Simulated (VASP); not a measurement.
# Mg (P6_3/mmc) in VASP: further runs

Mg is run at these levels: LDA; tasks: electric field gradients.

All numbers are computed with VASP 6.6.1; they aren't measurements. Logs are shortened: lines on timing, memory, paths and dates and some standing lists are left out, and cuts for length are marked.

## Step 1: The cell of the first run

Symmetry: P6_3/mmc, No. 194, hexagonal system. Conventional cell: a = 3.144 Å, b = 3.144 Å, c = 5.104 Å, α = 90.00°, β = 90.00°, γ = 120.00°. Mg (site symmetry -6m2) has 12 Mg at 3.13 to 3.14 Å within 4.1 Å.

## Step 2: Electric field gradients, LDA (volume scaled by 0.94)

Contents of INCAR:

```
PREC = Accurate
ENCUT = 520
EDIFF = 1E-8
ISMEAR = -1
SIGMA = 0.05
LREAL = False
LASPH = True
NELM = 80
ALGO = Normal
ISIF = 2
LWAVE = False
LCHARG = False
LEFG = True
NBANDS = 9
```

Contents of KPOINTS:

```
Automatic mesh
0
Gamma
  12 12 7
```

Contents of POSCAR:

```
Mg
1.0
    3.1437578123      0.0000000000      0.0000000000
   -1.5718789061      2.7225741288      0.0000000000
    0.0000000000      0.0000000000      5.1039668898
Mg
2
Direct
    0.3333333333      0.6666666667      0.2500000000
    0.6666666667      0.3333333333      0.7500000000
```

Potentials or basis: VASP PAW LDA potentials, release 64 (Mg).

Command:

```
> cat potpaw_LDA.64/Mg/POTCAR > POTCAR
> mpirun -np 1 vasp_std > vasp.out
```

OUTCAR:

```text
PREC = Accurate
   ENCUT = 520
   EDIFF = 1E-8
   ISMEAR = -1
   LREAL = False
   LASPH = True
   NELM = 80
   ISIF = 2

 ion  position               nearest neighbor table
   1  0.333  0.667  0.250-   2 3.13   2 3.13   2 3.13   2 3.13   2 3.13   2 3.13
   2  0.667  0.333  0.750-   1 3.13   1 3.13   1 3.13   1 3.13   1 3.13   1 3.13

  LATTYP: Found a hexagonal cell.
 ALAT       =     3.1437578123
 C/A-ratio  =     1.6235242008

  Lattice vectors:

 A1 = (   3.1437578123,   0.0000000000,   0.0000000000)
 A2 = (  -1.5718789061,   2.7225741288,   0.0000000000)
 A3 = (   0.0000000000,   0.0000000000,   5.1039668898)

Analysis of symmetry for initial positions (statically):
[... 35 lines left out ...]
                                     Primitive cell

  volume of cell :      43.6854

  direct lattice vectors                    reciprocal lattice vectors
     3.143757812  0.000000000  0.000000000     0.318090661  0.183649729  0.000000000
    -1.571878906  2.722574129  0.000000000     0.000000000  0.367299457  0.000000000
     0.000000000  0.000000000  5.103966890     0.000000000  0.000000000  0.195926036

  length of vectors
     3.143757812  3.143757812  5.103966890     0.367299457  0.367299457  0.195926036

  position of ions in fractional coordinates (direct lattice)
     0.333333333  0.666666667  0.250000000
     0.666666667  0.333333333  0.750000000

  ion indices of the primitive-cell ions
   primitive index   ion index
                 1           1
                 2           2

----------------------------------------------------------------------------------------

 KPOINTS: Automatic mesh

Automatic generation of k-mesh.
 Grid dimensions read from file:
 generate k-points for:   12   12    7

 Generating k-lattice:

  Cartesian coordinates                     Fractional coordinates (reciprocal lattice)
     0.026507555  0.015304144  0.000000000     0.083333333  0.000000000  0.000000000
     0.000000000  0.030608288  0.000000000     0.000000000  0.083333333  0.000000000
     0.000000000  0.000000000  0.027989434     0.000000000  0.000000000  0.142857143

  Length of vectors
     0.030608288  0.030608288  0.027989434

  Shift w.r.t. Gamma in fractional coordinates (k-lattice)
     0.000000000  0.000000000  0.000000000

 Subroutine IBZKPT returns following result:
 ===========================================

 Found     76 irreducible k-points:

 Following reciprocal coordinates:
            Coordinates               Weight
  0.000000  0.000000  0.000000      1.000000
  0.083333  0.000000  0.000000      6.000000
  0.166667  0.000000  0.000000      6.000000
  0.250000 -0.000000  0.000000      6.000000
  0.333333  0.000000  0.000000      6.000000
  0.416667  0.000000  0.000000      6.000000
[... 16 lines left out ...]
  0.250000 -0.000000  0.142857     12.000000
  0.333333  0.000000  0.142857     12.000000
 [... further k-points ...]
   k-points           NKPTS =     76   k-points in BZ     NKDIM =     76   number of bands    NBANDS=      9
   number of dos      NEDOS =    301   number of ions     NIONS =      2
   total plane-waves  NPLWV =  23040
   dimension x,y,z NGX =    24 NGY =   24 NGZ =   40
   dimension x,y,z NGXF=    48 NGYF=   48 NGZF=   80
   ions per type =               2
   NGX,Y,Z   is equivalent  to a cutoff of  12.69, 12.69, 13.03 a.u.
   NGXF,Y,Z  is equivalent  to a cutoff of  25.38, 25.38, 26.06 a.u.
 SYSTEM =  unknown system
   PREC   = accura    normal or accurate (medium, high low for compatibility)
   ISTART =      0    job   : 0-new  1-cont  2-samecut
   ICHARG =      2    charge: 1-file 2-atom 10-const
   ISPIN  =      1    spin polarized calculation?
   LNONCOLLINEAR =      F non collinear calculations
   LSORBIT =      F    spin-orbit coupling
   LASPH  =      T    aspherical Exc in radial PAW
   ENCUT  =  520.0 eV  38.22 Ry    6.18 a.u.   5.85  5.85  9.49*2*pi/ulx,y,z
   NELM   =     80;   NELMIN=  2; NELMDL= -5     # of ELM steps
   EDIFF  = 0.1E-07   stopping-criterion for ELM
   LREAL  =      F    real-space projection
   EDIFFG = 0.1E-06   stopping-criterion for IOM
   NSW    =      0    number of steps for IOM
   IBRION =     -1    ionic relax: 0-MD 1-quasi-New 2-CG
   NFREE  =      0    steps in history (QN), initial steepest desc. (CG)
   ISIF   =      2    stress and relaxation
   ISYM   =      2    0-nonsym 1-usesym 2-fastsym
   POTIM  = 0.5000    time-step for ionic-motion
   TEBEG  =    0.0;   TEEND  =   0.0 temperature during run
   PSTRESS=    0.0 pullay stress
   NELECT =       4.0000    total number of electrons
   NUPDOWN=      -1.0000    fix difference up-down
   EMIN   =  10.00;   EMAX   =-10.00  energy-range for DOS
   EFERMI =   0.00;   METHOD = LEGACY
   ISMEAR =    -1;   SIGMA  =   0.05  broadening in eV -4-tet -1-fermi 0-gaus
   EFERMI_NEDOS =   21; number of points for ismear=-14 and -15
   IALGO  =     38    algorithm
   IMIX   =      4    mixing-type and parameters
     AMIX     =   0.40;   BMIX     =  1.00
     AMIX_MAG =   1.60;   BMIX_MAG =  1.00
  volume/ion in A,a.u.               =      21.84       147.40
  Fermi-wavevector in a.u.,A,eV,Ry     =   0.737875  1.394381  7.407815  0.544459
  Thomas-Fermi vector in A             =   1.831661
   LORBIT       =      0    0 simple, 1 ext, 2 COOP (PROOUT), +10 PAW based schemes
   GGA     = CA    functional components
   LHFCALC =     F    Hartree Fock is set to
   AEXX    =    0.0000 exact exchange contribution
   IVDW    =     0    specifies the selected vdW correction
   LEPSILON=     F    determine dielectric tensor
   LRPA    =     F    only Hartree local field effects (RPA)
 non-spin polarized calculation
  energy-cutoff  :      520.00
  volume of cell :       43.69
 maximum number of plane-waves:      1194
 NGX is ok and might be reduce to    24
   NGX = 11   NGY = 11   NGZ = 19

 number of electron       4.0000000 magnetization

 Free energy of the ion-electron system (eV)
  ---------------------------------------------------
  ext. energy  EPLUGINS =         0.00000000
  ---------------------------------------------------
  free energy    TOTEN  =        -3.62240090 eV

  energy without entropy =       -3.61520681  energy(sigma->0) =       -3.61880385

 E-fermi :   2.6717     XC(G=0):  -8.8415

 val. band max:        2.6658479121   @ k =   0.2500   0.0833   0.0000
 cond. band min:       2.8169347416   @ k =   0.4167   0.0833   0.2857
 fundamental gap:      0.1510868295
 Fermi energy:         2.6716798912

 k-point     1 :       0.0000    0.0000    0.0000
  band No.  band energies     occupation
      1      -4.4034      2.00000
      2       0.9996      2.00000
      3       1.4587      2.00000
      4      13.9171      0.00000
      5      13.9171      0.00000
      6      14.0620      0.00000
      7      14.0620      0.00000
      8      14.8375      0.00000
      9      16.5717      0.00000

 k-point     2 :       0.0833    0.0000    0.0000
  band No.  band energies     occupation
      1      -4.2623      2.00000
      2       1.1276      2.00000
      3       1.5957      2.00000
      4      11.6144      0.00000
      5      12.7086      0.00000
      6      13.5466      0.00000
      7      15.4566      0.00000
      8      15.7080      0.00000
      9      16.3941      0.00000

 k-point     3 :       0.1667    0.0000    0.0000
  band No.  band energies     occupation
      1      -3.8403      2.00000
      2       1.5116      2.00000
      3       2.0011      2.00000
      4       9.0330      0.00000
      5      11.6600      0.00000
      6      12.2932      0.00000
      7      13.8654      0.00000
      8      14.8070      0.00000
      9      16.3234      0.00000

 k-point     4 :       0.2500   -0.0000    0.0000
  band No.  band energies     occupation
      1      -3.1413      2.00000
      2       2.1525      1.99994
      3       2.6495      1.21821
      4       6.6425      0.00000
      5      10.8456      0.00000
      6      10.9398      0.00000
      7      11.4536      0.00000
      8      13.2276      0.00000
      9      15.4019      0.00000
[... 205 lines left out ...]
 k-point    22 :       0.1667    0.0000    0.1429
  band No.  band energies     occupation
      1      -3.7229      2.00000
      2       0.2840      2.00000
      3       3.4265      0.00000
      4       9.1340      0.00000
      5      11.7569      0.00000
      6      12.1088      0.00000
      7      13.1644      0.00000
      8      14.8196      0.00000
      9      15.1495      0.00000

 k-point    23 :       0.2500   -0.0000    0.1429
  band No.  band energies     occupation
      1      -3.0248      2.00000
      2       0.9468      2.00000
      3       4.0358      0.00000
      4       6.7635      0.00000
      5      10.1521      0.00000
      6      10.9429      0.00000
      7      11.8152      0.00000
      8      13.8026      0.00000
      9      14.3666      0.00000

 k-point    24 :       0.3333    0.0000    0.1429
  band No.  band energies     occupation
      1      -2.0566      2.00000
      2       1.8515      2.00000
      3       4.2062      0.00000
      4       5.3068      0.00000
      5       8.1165      0.00000
      6      10.3625      0.00000
      7      10.5177      0.00000
      8      12.4118      0.00000
      9      13.7743      0.00000

 [... further k-points ...]
[... 5 lines left out ...]
  --------------------------------------------------------------------------------------
  -------------------------------------------------------------------------------------
  Total       -0.1252815     -0.1252815     -0.3851489     -0.0000000      0.0000000      0.0000000
  in kB       -4.5947392     -4.5947392    -14.1254585     -0.0000000      0.0000000      0.0000000
  external PRESSURE =      -7.7716456 kB  Pullay stress =       0.0000000 kB

 VOLUME and BASIS-vectors are now :
 -----------------------------------------------------------------------------
  energy-cutoff  :      520.00
  volume of cell :       43.69
      direct lattice vectors                 reciprocal lattice vectors
     3.143757812  0.000000000  0.000000000     0.318090661  0.183649729  0.000000000
    -1.571878906  2.722574129  0.000000000     0.000000000  0.367299457  0.000000000
     0.000000000  0.000000000  5.103966890     0.000000000  0.000000000  0.195926036

 POSITION                                       TOTAL-FORCE (eV/Angst)
 -----------------------------------------------------------------------------------
     -0.00000      1.81505      1.27599        -0.000000     -0.000000      0.000000
      1.57188      0.90752      3.82798         0.000000      0.000000      0.000000
 -----------------------------------------------------------------------------------
    total drift:                                0.000000     -0.000000      0.000000

  FREE ENERGIE OF THE ION-ELECTRON SYSTEM (eV)
  ---------------------------------------------------
  free  energy   TOTEN  =        -3.6224008959 eV

  energy  without entropy=       -3.6152068080  energy(sigma->0) =       -3.61880385

 Electric field gradients (V/A^2)
---------------------------------------------------------------------
 ion       V_xx      V_yy      V_zz      V_xy      V_xz      V_yz
---------------------------------------------------------------------
   1      -0.617    -0.617     1.233    -0.000    -0.000     0.000
   2      -0.617    -0.617     1.233    -0.000     0.000    -0.000
---------------------------------------------------------------------

 Electric field gradients after diagonalization (V/A^2)
 (convention: |V_zz| > |V_xx| > |V_yy|)
----------------------------------------------------------------------
 ion       V_xx      V_yy      V_zz     asymmetry (V_yy - V_xx)/ V_zz
----------------------------------------------------------------------
   1      -0.617    -0.617     1.233       0.000
   2      -0.617    -0.617     1.233       0.000
----------------------------------------------------------------------

           NMR quadrupolar parameters

 Cq : quadrupolar parameter    Cq=e*Q*V_zz/h
 eta: asymmetry parameters     (V_yy - V_xx)/ V_zz
 Q  : nuclear electric quadrupole moment in mb (millibarn)
----------------------------------------------------------------------
 ion       Cq(MHz)       eta       Q (mb)
----------------------------------------------------------------------
   1       0.003       0.000       1.000
   2       0.003       0.000       1.000
----------------------------------------------------------------------
```

Wall time 8.9 s (1 thread of Intel Xeon Platinum 8488C (Sapphire Rapids), shared host); peak memory 0.15 GiB.

Results:

```
Free energy            : -3.6224 eV
Pressure               : -0.8 GPa
Band gap on the k mesh : zero (band 2 reaches 3.75 eV, above the bottom of band 3 at 1.46 eV)
```

Stress tensor (GPa, compression positive):
```
-0.46  0.00  0.00
 0.00 -0.46  0.00
 0.00  0.00 -1.41
```

Electric field gradients, principal values (V/Å²):
| atom | least | middle | greatest (by size) |
| --- | --- | --- | --- |
| 1 Mg | -0.617 | -0.617 | 1.233 |
| 2 Mg | -0.617 | -0.617 | 1.233 |

Caveat: without QUAD_EFG the Cq values of the log hold for a quadrupole moment of 1 mb, not for the nuclei.

(Continued in part 2 of 2.)
